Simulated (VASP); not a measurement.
Input of a VASP 6.6.1 run:

The input INCAR:

```
SYSTEM = Pt
  PREC = Accurate
  ENCUT = 520
  EDIFF = 1E-6
  ISMEAR = 1
  SIGMA = 0.1
  LREAL = .False.
  LASPH = .True.
  NELM = 80
  ALGO = Fast
  ISIF = 2
  LWAVE = .False.
  LCHARG = .False.
  GGA = PE
  NBANDS = 22
```

KPOINTS

```
regular mesh
0
Gamma
  18 18 8
  0 0 0
```

File POSCAR:

```
Pt
1.0
    2.7782484418      0.0000000000      0.0000000000
   -1.3891242209      2.4060337286      0.0000000000
    0.0000000000      0.0000000000      6.9738562645
Pt
3
Direct
    0.0000000000      0.0000000000      0.0000000000
    0.3333333333      0.6666666667      0.3333333333
    0.6666666667      0.3333333333      0.6666666667
```

Potentials or basis: VASP PAW PBE potentials, release 64 (Pt).

Launch:

```bash
$ cat potpaw_PBE.64/Pt/POTCAR > POTCAR
$ mpirun -np 1 vasp_std > vasp.out
```

(1) Predict the pressure.

(2) Estimate the band gap on the k mesh.

Answers

(1) 1.2 GPa.

(2) zero (bands 15 and 16 overlap by 1.75 eV).

Caveat: spin-orbit coupling is left out, which moves the levels of the heavy elements.
